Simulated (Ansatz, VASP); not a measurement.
# WSe4 in VASP and in Ansatz

```
CELL_PARAMETERS angstrom
3.32008 0.00000 0.00000
-1.66004 2.87528 0.00000
0.00000 0.00000 44.95179
ATOMIC_POSITIONS crystal
Se 0.33333 0.66667 0.16685
Se 0.33333 0.66667 0.46266
Se 0.33333 0.66667 0.53734
Se 0.33333 0.66667 0.83315
W 0.00000 0.00000 0.50000
```

Alike in both runs: task single point; functional PBE; k mesh 9 × 9 × 1; occupations gaussian, width 0.05 eV; no spin polarisation.

```csv
,VASP,Ansatz
version,VASP 6.6.1,Ansatz 0.2.0
potentials or method,"VASP PAW PBE potentials, release 64 (Se, W_sv), cutoff 520 eV","scalar-relativistic, plane waves, PAW"
valence electrons in the cell,38,78
```

|  | VASP | Ansatz | Ansatz less VASP |
| --- | --- | --- | --- |
| gap on the k mesh at the Fermi level (eV) | none | none | - |
| rms of the force components (eV/Å) | 0.021 | 0.004 | -0.0162 |

A gap of «none» marks a metal or a gap that the smearing closes. VASP's potentials hold 38 valence electrons a cell and Ansatz's 78, so a difference there can come from the potentials and not from the codes.

Neither program's run includes spin-orbit coupling.
